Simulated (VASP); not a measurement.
A run of VASP 6.6.1:

File INCAR:

```
PREC = Accurate
ENCUT = 520
EDIFF = 1E-7
ISMEAR = 0
SIGMA = 0.01
LREAL = F
LASPH = T
NELM = 60
ALGO = Normal
ISIF = 2
LWAVE = F
LCHARG = F
GGA = RE
NBANDS = 17
```

Contents of KPOINTS:

```
Automatic mesh
0
Gamma
  1 1 1
  0.5 0.5 0
```

Contents of POSCAR:

```
SnTe
1.0
    0.0000000000      3.6111460000      3.6111460000
    3.6111460000      0.0000000000      3.6111460000
    3.6111460000      3.6111460000      0.0000000000
Sn Te
1 1
Direct
    0.0000000000      0.0000000000      0.0000000000
    0.6807698996      0.8192301004      0.8192301004
```

Potentials or basis: VASP PAW PBE potentials, release 64 (Sn_d, Te).

Command:

```bash
$ cat potpaw_PBE.64/Sn_d/POTCAR potpaw_PBE.64/Te/POTCAR > POTCAR
$ mpirun -np 1 vasp_std > vasp.out
```

Hardware: 1 thread of AMD EPYC 7R13, on a shared host.

Question: How long does it take, and how much memory?

Answer: It took 14 s on 1 thread of AMD EPYC 7R13, with other jobs on the host, peak memory 0.23 GiB. Counts: scf iterations 16, k points 2.
